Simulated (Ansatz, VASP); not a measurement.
CdSe in VASP and in Ansatz

The input INCAR:

```
SYSTEM = CdSe
  PREC = Accurate
  ENCUT = 520
  EDIFF = 1E-6
  ISMEAR = 0
  SIGMA = 0.05
  LREAL = .False.
  LASPH = .True.
  NELM = 80
  ALGO = Normal
  ISIF = 2
  LWAVE = .False.
  LCHARG = .False.
  GGA = PS
  NBANDS = 16
```

The input KPOINTS:

```
Automatic mesh
0
Gamma
  10 10 10
  0 0 0
```

File POSCAR:

```
CdSe
1.0
    0.0000000000      2.9214509693      2.9214509693
    2.9214509693      0.0000000000      2.9214509693
    3.1711376455      3.1711376455     -0.2496866762
Cd Se
1 1
Direct
    0.0000000000      0.0000000000      0.0000000000
    0.7500000000      0.7500000000      0.7500000000
```

Input for Ansatz:

```yaml
crystal:
  lattice:
    - [0.0, 2.9214509693, 2.9214509693]
    - [2.9214509693, 0.0, 2.9214509693]
    - [3.1711376455, 3.1711376455, -0.2496866762]
  atoms:
    - { symbol: Cd, position: [0.0, 0.0, 0.0] }
    - { symbol: Se, position: [0.75, 0.75, 0.75] }
basis:
  ecutwfc: 420
kpoints:
  mp_grid: { grid: [10, 10, 10] }
hamiltonian:
  xc: pbesol
scf:
  occupations: { method: gaussian, width: 0.05 }
output:
  forces: true
  stress: true
  eigenvalues: true
```

Alike in both runs: task single point; functional PBEsol; k mesh 10 × 10 × 10; occupations gaussian, width 0.05 eV; no spin polarisation.

|  | VASP | Ansatz |
| --- | --- | --- |
| version | VASP 6.6.1 | Ansatz 0.2.0 |
| potentials or method | VASP PAW PBE potentials, release 64 (Cd, Se), cutoff 520 eV | scalar-relativistic, plane waves, PAW |
| valence electrons in the cell | 18 | 36 |

VASP gave:

| Quantity | Value |
| --- | --- |
| gap on the k mesh at the Fermi level (eV) | 0.36 |
| least direct gap on the mesh (eV) | 0.36 |
| pressure (GPa) | 1.5 |
| traceless stress, the component that is largest in VASP (GPa) | -3.04 |
| rms of the force components (eV/Å) | 0.338 |

Problem. What did Ansatz give for the same quantities?

Solution. gap on the k mesh at the Fermi level (eV): 0.36; least direct gap on the mesh (eV): 0.36; pressure (GPa): 1.2; traceless stress, the component that is largest in VASP (GPa): -2.97; rms of the force components (eV/Å): 0.320.

VASP's potentials were made for PBE, not for PBEsol. Atom by atom the forces differ by 0.018 eV/Å (rms over components). VASP's potentials hold 18 valence electrons a cell and Ansatz's 36, so a difference there can come from the potentials and not from the codes.
